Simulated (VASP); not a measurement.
A run of VASP 6.6.1 is set up as follows.

INCAR

```
PREC     = Accurate       # precision mode
ENCUT    = 520            # plane-wave cutoff, eV
EDIFF    = 1E-7           # SCF threshold, eV
ISMEAR   = 0              # smearing method
SIGMA    = 0.1            # smearing width, eV
LREAL    = F              # projectors in reciprocal space
LASPH    = T              # aspherical terms in the spheres
NELM     = 150            # most SCF steps
ALGO     = Normal         # electronic algorithm
ISIF     = 2              # what is computed and relaxed
LWAVE    = F              # write WAVECAR
LCHARG   = F              # write CHGCAR
ISPIN    = 2              # spin polarisation
MAGMOM   = 3 0            # initial moments
LORBIT   = 11             # projections on sites
LMAXMIX  = 4              # l up to which the mixer works
GGA      = PE             # functional
NBANDS   = 20             # bands
```

Contents of KPOINTS:

```
regular mesh
0
Gamma
  9 9 4
```

POSCAR

```
CrI
1.0
    4.5593713293      0.0000000000      0.0000000000
   -2.2796856647      3.9485313965      0.0000000000
    0.0000000000      0.0000000000      5.2789367628
Cr I
1 1
Direct
    0.0000000000      0.0000000000      0.5000000000
    0.0000000000      0.0000000000      0.0000000000
```

Potentials or basis: VASP PAW PBE potentials, release 64 (Cr_pv, I).

The run is started by

```console
$ cat potpaw_PBE.64/Cr_pv/POTCAR potpaw_PBE.64/I/POTCAR > POTCAR
$ mpirun -np 1 vasp_std > vasp.out
```

Task: What does it give for the net moment?

Result: 5.00 μB per cell.

Task: Estimate the pressure.

Result: 0.1 GPa.

Caveat: an empty level that is flat over the whole mesh can mark a ghost state of the potentials, or a narrow d or f band.
